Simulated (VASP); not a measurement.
A run of VASP 6.6.1 is set up as follows.

File INCAR:

```
SYSTEM = Ba
PREC     = Accurate       ! precision mode
ENCUT    = 520            ! plane-wave cutoff, eV
EDIFF    = 1E-6           ! SCF threshold, eV
ISMEAR   = 1              ! smearing method
SIGMA    = 0.05           ! smearing width, eV
LREAL    = .False.        ! projectors in reciprocal space
LASPH    = .True.         ! aspherical terms in the spheres
NELM     = 60             ! most SCF steps
ALGO     = Normal         ! electronic algorithm
ISIF     = 2              ! what is computed and relaxed
LWAVE    = .False.        ! write WAVECAR
LCHARG   = .True.         ! write CHGCAR
GGA      = PS             ! functional
LELF     = .True.         ! ELF
LVHAR    = .True.       
NBANDS   = 28             ! bands
```

File KPOINTS:

```
regular mesh
0
Gamma
  2 2 2
  0 0 0
```

POSCAR

```
Ba
1.0
   -4.1311950000      4.1311950000      3.8367710000
    4.1311950000     -4.1311950000      3.8367710000
    4.1311950000      4.1311950000     -3.8367710000
Ba
4
Direct
    0.8181420000      0.6818580000      0.5000000000
    0.1818580000      0.3181420000      0.5000000000
    0.3181420000      0.8181420000      0.1362840000
    0.6818580000      0.1818580000      0.8637160000
```

Potentials or basis: VASP PAW PBE potentials, release 64 (Ba_sv).

The run is started by

```console
$ cat potpaw_PBE.64/Ba_sv/POTCAR > POTCAR
$ mpirun -np 1 vasp_std > vasp.out
```

(1) Predict the largest force.

(2) Predict the band gap on the k mesh.

(3) What does it give for the pressure?

## Answers

(1) 0.207 eV/Å.

(2) zero (bands 20 and 21 overlap by 0.14 eV).

(3) -0.7 GPa.

Caveat: the k points lie up to 0.56 Å⁻¹ apart; the PAW data sets were made with another functional, which shifts forces and pressure a little; spin-orbit coupling is left out, which moves the levels of the heavy elements.
